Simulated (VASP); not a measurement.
# Lu (Fm-3m) in VASP: single point with PBE

Aim: the single point of Lu with PBE.

Everything below comes from runs of VASP 6.6.1. Logs are shortened: lines on timing, memory, paths and dates and some standing lists are left out, and cuts for length are marked.

## 1. The cell of the first run

The structure is cubic, space group Fm-3m (No. 225). The conventional cell has a = 4.899 Å, b = 4.899 Å, c = 4.899 Å, α = 90.00°, β = 90.00°, γ = 90.00°. Lu (site symmetry m-3m) has 12 Lu at 3.46 Å within 4.6 Å.

## 2. Single point, PBE

Contents of INCAR:

```
ALGO = Normal
EDIFF = 1E-7
ENCUT = 520
GGA = PE
ISIF = 2
ISMEAR = 0
LASPH = T
LCHARG = T
LELF = T
LREAL = F
LVHAR = T
LWAVE = F
NBANDS = 18
NELM = 80
PREC = Accurate
SIGMA = 0.05
```

Contents of KPOINTS:

```
k-points
0
Gamma
  8 8 8
```

Contents of POSCAR:

```
Lu
1.0
    0.0000000000      2.4494205110      2.4494205110
    2.4494205110      0.0000000000      2.4494205110
    2.4494205110      2.4494205110      0.0000000000
Lu
1
Direct
    0.0000000000      0.0000000000      0.0000000000
```

Potentials or basis: VASP PAW PBE potentials, release 64 (Lu).

On the command line:

```sh
$ cat potpaw_PBE.64/Lu/POTCAR > POTCAR
$ mpirun -np 1 vasp_std > vasp.out
```

OUTCAR:

```text
EDIFF = 1E-7
   ENCUT = 520
   GGA = PE
   ISIF = 2
   ISMEAR = 0
   LASPH = T
   LREAL = F
   NELM = 80
   PREC = Accurate

 ion  position               nearest neighbor table
   1  0.000  0.000  0.000-

  LATTYP: Found a face centered cubic cell.
 ALAT       =     4.8988410220

  Lattice vectors:

 A1 = (   0.0000000000,   2.4494205110,   2.4494205110)
 A2 = (   2.4494205110,   0.0000000000,   2.4494205110)
 A3 = (   2.4494205110,   2.4494205110,   0.0000000000)

Analysis of symmetry for initial positions (statically):
=====================================================================
 Subroutine PRICEL returns:
 Original cell was already a primitive cell.

 Routine SETGRP: Setting up the symmetry group for a
 face centered cubic supercell.

 Subroutine GETGRP returns: Found 48 space group operations
 (whereof 48 operations were pure point group operations)
 out of a pool of 48 trial point group operations.

The static configuration has the point symmetry O_h .

Analysis of symmetry for dynamics (positions and initial velocities):
=====================================================================
 Subroutine PRICEL returns:
 Original cell was already a primitive cell.

 Routine SETGRP: Setting up the symmetry group for a
 face centered cubic supercell.

 Subroutine GETGRP returns: Found 48 space group operations
 (whereof 48 operations were pure point group operations)
 out of a pool of 48 trial point group operations.

The dynamic configuration has the point symmetry O_h .

 Subroutine INISYM returns: Found 48 space group operations
 (whereof 48 operations are pure point group operations),
 and found     1 'primitive' translations

----------------------------------------------------------------------------------------

                                     Primitive cell

  volume of cell :      29.3914

  direct lattice vectors                    reciprocal lattice vectors
     0.000000000  2.449420511  2.449420511    -0.204129915  0.204129915  0.204129915
     2.449420511  0.000000000  2.449420511     0.204129915 -0.204129915  0.204129915
     2.449420511  2.449420511  0.000000000     0.204129915  0.204129915 -0.204129915

  length of vectors
     3.464003707  3.464003707  3.464003707     0.353563384  0.353563384  0.353563384

  position of ions in fractional coordinates (direct lattice)
     0.000000000  0.000000000  0.000000000

  ion indices of the primitive-cell ions
   primitive index   ion index
                 1           1

----------------------------------------------------------------------------------------

 KPOINTS: k-points

Automatic generation of k-mesh.
 Grid dimensions read from file:
 generate k-points for:    8    8    8

 Generating k-lattice:

  Cartesian coordinates                     Fractional coordinates (reciprocal lattice)
    -0.025516239  0.025516239  0.025516239     0.125000000  0.000000000  0.000000000
     0.025516239 -0.025516239  0.025516239     0.000000000  0.125000000  0.000000000
     0.025516239  0.025516239 -0.025516239     0.000000000  0.000000000  0.125000000

  Length of vectors
     0.044195423  0.044195423  0.044195423

  Shift w.r.t. Gamma in fractional coordinates (k-lattice)
     0.000000000  0.000000000  0.000000000

 Subroutine IBZKPT returns following result:
 ===========================================

 Found     29 irreducible k-points:

 Following reciprocal coordinates:
            Coordinates               Weight
  0.000000  0.000000  0.000000      1.000000
  0.125000  0.000000  0.000000      8.000000
  0.250000  0.000000  0.000000      8.000000
  0.375000  0.000000  0.000000      8.000000
  0.500000  0.000000  0.000000      4.000000
  0.125000  0.125000  0.000000      6.000000
[... 16 lines left out ...]
  0.500000  0.250000  0.125000     48.000000
 -0.375000  0.250000  0.125000     24.000000
 [... further k-points ...]
   k-points           NKPTS =     29   k-points in BZ     NKDIM =     29   number of bands    NBANDS=     18
   number of dos      NEDOS =    301   number of ions     NIONS =      1
   total plane-waves  NPLWV =  21952
   dimension x,y,z NGX =    28 NGY =   28 NGZ =   28
   dimension x,y,z NGXF=    56 NGYF=   56 NGZF=   56
   ions per type =               1
   NGX,Y,Z   is equivalent  to a cutoff of  13.44, 13.44, 13.44 a.u.
   NGXF,Y,Z  is equivalent  to a cutoff of  26.88, 26.88, 26.88 a.u.
 SYSTEM =  unknown system
   PREC   = accura    normal or accurate (medium, high low for compatibility)
   ISTART =      0    job   : 0-new  1-cont  2-samecut
   ICHARG =      2    charge: 1-file 2-atom 10-const
   ISPIN  =      1    spin polarized calculation?
   LNONCOLLINEAR =      F non collinear calculations
   LSORBIT =      F    spin-orbit coupling
   LASPH  =      T    aspherical Exc in radial PAW
   ENCUT  =  520.0 eV  38.22 Ry    6.18 a.u.   6.44  6.44  6.44*2*pi/ulx,y,z
   NELM   =     80;   NELMIN=  2; NELMDL= -5     # of ELM steps
   EDIFF  = 0.1E-06   stopping-criterion for ELM
   LREAL  =      F    real-space projection
   EDIFFG = 0.1E-05   stopping-criterion for IOM
   NSW    =      0    number of steps for IOM
   IBRION =     -1    ionic relax: 0-MD 1-quasi-New 2-CG
   NFREE  =      0    steps in history (QN), initial steepest desc. (CG)
   ISIF   =      2    stress and relaxation
   ISYM   =      2    0-nonsym 1-usesym 2-fastsym
   POTIM  = 0.5000    time-step for ionic-motion
   TEBEG  =    0.0;   TEEND  =   0.0 temperature during run
   PSTRESS=    0.0 pullay stress
   NELECT =      25.0000    total number of electrons
   NUPDOWN=      -1.0000    fix difference up-down
   EMIN   =  10.00;   EMAX   =-10.00  energy-range for DOS
   EFERMI =   0.00;   METHOD = LEGACY
   ISMEAR =     0;   SIGMA  =   0.05  broadening in eV -4-tet -1-fermi 0-gaus
   EFERMI_NEDOS =   21; number of points for ismear=-14 and -15
   IALGO  =     38    algorithm
   IMIX   =      4    mixing-type and parameters
     AMIX     =   0.40;   BMIX     =  1.00
     AMIX_MAG =   1.60;   BMIX_MAG =  1.00
  volume/ion in A,a.u.               =      29.39       198.34
  Fermi-wavevector in a.u.,A,eV,Ry     =   1.551130  2.931210 32.735669  2.406004
  Thomas-Fermi vector in A             =   2.655694
   LORBIT       =      0    0 simple, 1 ext, 2 COOP (PROOUT), +10 PAW based schemes
   GGA     = PE    functional components
   LHFCALC =     F    Hartree Fock is set to
   AEXX    =    0.0000 exact exchange contribution
   IVDW    =     0    specifies the selected vdW correction
   LEPSILON=     F    determine dielectric tensor
   LRPA    =     F    only Hartree local field effects (RPA)
 non-spin polarized calculation
 Gauss-broadening in eV      SIGMA  =   0.05
  energy-cutoff  :      520.00
  volume of cell :       29.39
 maximum number of plane-waves:       817
 NGX is ok and might be reduce to    28
   NGX = 13   NGY = 13   NGZ = 13

 number of electron      25.0000001 magnetization

 Free energy of the ion-electron system (eV)
  ---------------------------------------------------
  ext. energy  EPLUGINS =         0.00000000
  ---------------------------------------------------
  free energy    TOTEN  =        -4.47822307 eV

  energy without entropy =       -4.47600113  energy(sigma->0) =       -4.47711210

 E-fermi :   2.2682     XC(G=0): -10.6161

 val. band max:        2.2124662551   @ k =   0.3750   0.2500   0.0000
 cond. band min:       2.2965346299   @ k =   0.5000   0.1250   0.0000
 fundamental gap:      0.0840683748
 Fermi energy:         2.2682057369

 k-point     1 :       0.0000    0.0000    0.0000
  band No.  band energies     occupation
      1     -53.9910      2.00000
      2     -24.4213      2.00000
      3     -24.4213      2.00000
      4     -24.4213      2.00000
      5      -3.8096      2.00000
      6      -2.7959      2.00000
[... 10 lines left out ...]
     17       6.8387      0.00000
     18      12.4632      0.00000

 k-point     2 :       0.1250    0.0000    0.0000
  band No.  band energies     occupation
      1     -53.9869      2.00000
      2     -24.4946      2.00000
      3     -24.4310      2.00000
      4     -24.4310      2.00000
      5      -3.3880      2.00000
      6      -2.7878      2.00000
[... 10 lines left out ...]
     17       6.6427      0.00000
     18      13.3291      0.00000

 k-point     3 :       0.2500    0.0000    0.0000
  band No.  band energies     occupation
      1     -53.9770      2.00000
      2     -24.6669      2.00000
      3     -24.4541      2.00000
      4     -24.4541      2.00000
      5      -2.7754      2.00000
      6      -2.7467      2.00000
[... 10 lines left out ...]
     17       6.8099      0.00000
     18      12.1889      0.00000

 k-point     4 :       0.3750    0.0000    0.0000
  band No.  band energies     occupation
      1     -53.9670      2.00000
      2     -24.8334      2.00000
      3     -24.4770      2.00000
      4     -24.4770      2.00000
      5      -2.7793      2.00000
      6      -2.7426      2.00000
[... 10 lines left out ...]
     17       7.8639      0.00000
     18      10.8920      0.00000

 k-point     5 :       0.5000    0.0000    0.0000
  band No.  band energies     occupation
      1     -53.9628      2.00000
      2     -24.9008      2.00000
      3     -24.4865      2.00000
      4     -24.4865      2.00000
      5      -2.7827      2.00000
      6      -2.7517      2.00000
[... 10 lines left out ...]
     17       8.5777      0.00000
     18      10.2551      0.00000

 k-point     6 :       0.1250    0.1250    0.0000
  band No.  band energies     occupation
      1     -53.9855      2.00000
      2     -24.4928      2.00000
      3     -24.4471      2.00000
      4     -24.4471      2.00000
      5      -3.2476      2.00000
      6      -2.7845      2.00000
[... 10 lines left out ...]
     17       7.0564      0.00000
     18      13.7373      0.00000

 k-point     7 :       0.2500    0.1250    0.0000
  band No.  band energies     occupation
      1     -53.9775      2.00000
      2     -24.6202      2.00000
      3     -24.4748      2.00000
      4     -24.4676      2.00000
      5      -2.7693      2.00000
      6      -2.7489      2.00000
[... 10 lines left out ...]
     17       7.3237      0.00000
     18      13.4678      0.00000

 k-point     8 :       0.3750    0.1250    0.0000
  band No.  band energies     occupation
      1     -53.9676      2.00000
      2     -24.7788      2.00000
      3     -24.4995      2.00000
      4     -24.4977      2.00000
      5      -2.7687      2.00000
      6      -2.7385      2.00000
[... 10 lines left out ...]
     17       8.1438      0.00000
     18      11.6071      0.00000
[... 229 lines left out ...]
     17       8.8707      0.00000
     18       9.8431      0.00000

 k-point    20 :      -0.3750    0.3750    0.0000
  band No.  band energies     occupation
      1     -53.9543      2.00000
      2     -24.7946      2.00000
      3     -24.6992      2.00000
      4     -24.5592      2.00000
      5      -2.7556      2.00000
      6      -2.7430      2.00000
[... 10 lines left out ...]
     17       8.2735      0.00000
     18      10.9063      0.00000

 k-point    21 :       0.5000    0.5000    0.0000
  band No.  band energies     occupation
      1     -53.9536      2.00000
      2     -24.8719      2.00000
      3     -24.5953      2.00000
      4     -24.5953      2.00000
      5      -2.7473      2.00000
      6      -2.7352      2.00000
[... 10 lines left out ...]
     17       9.0892      0.00000
     18      10.5033      0.00000

 k-point    22 :       0.3750    0.2500    0.1250
  band No.  band energies     occupation
      1     -53.9695      2.00000
      2     -24.7083      2.00000
      3     -24.5426      2.00000
      4     -24.4839      2.00000
      5      -2.7513      2.00000
      6      -2.7505      2.00000
[... 10 lines left out ...]
     17       8.1558      0.00000
     18      12.9524      0.00000

 k-point    23 :       0.5000    0.2500    0.1250
  band No.  band energies     occupation
      1     -53.9615      2.00000
      2     -24.7973      2.00000
      3     -24.5957      2.00000
      4     -24.5116      2.00000
      5      -2.7575      2.00000
      6      -2.7502      2.00000
[... 10 lines left out ...]
     17       9.0854      0.00000
     18      10.7841      0.00000

 k-point    24 :      -0.3750    0.2500    0.1250
  band No.  band energies     occupation
      1     -53.9582      2.00000
      2     -24.8353      2.00000
      3     -24.6125      2.00000
      4     -24.5265      2.00000
      5      -2.7585      2.00000
      6      -2.7572      2.00000
[... 10 lines left out ...]
     17       9.3787      0.00000
     18       9.5657      0.00000

 [... further k-points ...]
[... 5 lines left out ...]
  --------------------------------------------------------------------------------------
  -------------------------------------------------------------------------------------
  Total       -0.1868116     -0.1868116     -0.1868116     -0.0000000      0.0000000      0.0000000
  in kB      -10.1834381    -10.1834381    -10.1834381     -0.0000000      0.0000000      0.0000000
  external PRESSURE =     -10.1834381 kB  Pullay stress =       0.0000000 kB

 VOLUME and BASIS-vectors are now :
 -----------------------------------------------------------------------------
  energy-cutoff  :      520.00
  volume of cell :       29.39
      direct lattice vectors                 reciprocal lattice vectors
     0.000000000  2.449420511  2.449420511    -0.204129915  0.204129915  0.204129915
     2.449420511  0.000000000  2.449420511     0.204129915 -0.204129915  0.204129915
     2.449420511  2.449420511  0.000000000     0.204129915  0.204129915 -0.204129915

 POSITION                                       TOTAL-FORCE (eV/Angst)
 -----------------------------------------------------------------------------------
      0.00000      0.00000      0.00000         0.000000      0.000000      0.000000
 -----------------------------------------------------------------------------------
    total drift:                               -0.000000     -0.000000     -0.000000

  FREE ENERGIE OF THE ION-ELECTRON SYSTEM (eV)
  ---------------------------------------------------
  free  energy   TOTEN  =        -4.4782230742 eV

  energy  without entropy=       -4.4760011275  energy(sigma->0) =       -4.47711210
```

Run time: 15 s. Hardware: 1 thread of AMD EPYC 7R13 (Zen 3), shared host; peak memory 0.15 GiB.

Results:

```yaml
Free_energy: -4.4782 eV
Pressure: -1.0 GPa
```

Caveat: spin-orbit coupling is left out, which moves the levels of the heavy elements.
